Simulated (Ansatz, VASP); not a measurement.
# Two plane-wave programs on WSe2

```
W Se
1.0
     3.32112    0.00000    0.00000
    -1.66056    2.87618    0.00000
     0.00000    0.00000   15.26155
W Se
2 4
Direct
  0.33333 0.66667 0.25000
  0.66667 0.33333 0.75000
  0.33333 0.66667 0.64004
  0.66667 0.33333 0.14004
  0.33333 0.66667 0.85996
  0.66667 0.33333 0.35996
```

Alike in both runs: functional PBE; k mesh 12 × 12 × 2; occupations gaussian, width 0.02 eV; no spin polarisation.

Ansatz relaxed the structure, and its values are those at the end. VASP's run is a single point on that final structure, the one shown.

|  | VASP | Ansatz |
| --- | --- | --- |
| version | VASP 6.6.1 | Ansatz 0.2.0 |
| potentials or method | VASP PAW PBE potentials, release 64 (W_sv, Se), cutoff 520 eV | scalar-relativistic, plane waves, PAW |
| valence electrons in the cell | 52 | 92 |

|  | VASP | Ansatz | Ansatz less VASP |
| --- | --- | --- | --- |
| gap on the k mesh at the Fermi level (eV) | 1.48 | 1.48 | -0.001 |
| least direct gap on the mesh (eV) | 1.52 | 1.53 | +0.003 |
| pressure (GPa) | 0.2 | 0.0 | -0.24 |
| rms of the force components (eV/Å) | 0.020 | 0.001 | -0.0190 |

With one functional, cell and mesh, what is left measures potentials, basis and numerics. VASP's potentials hold 52 valence electrons a cell and Ansatz's 92, so a difference there can come from the potentials and not from the codes.

Spin-orbit coupling is off throughout.
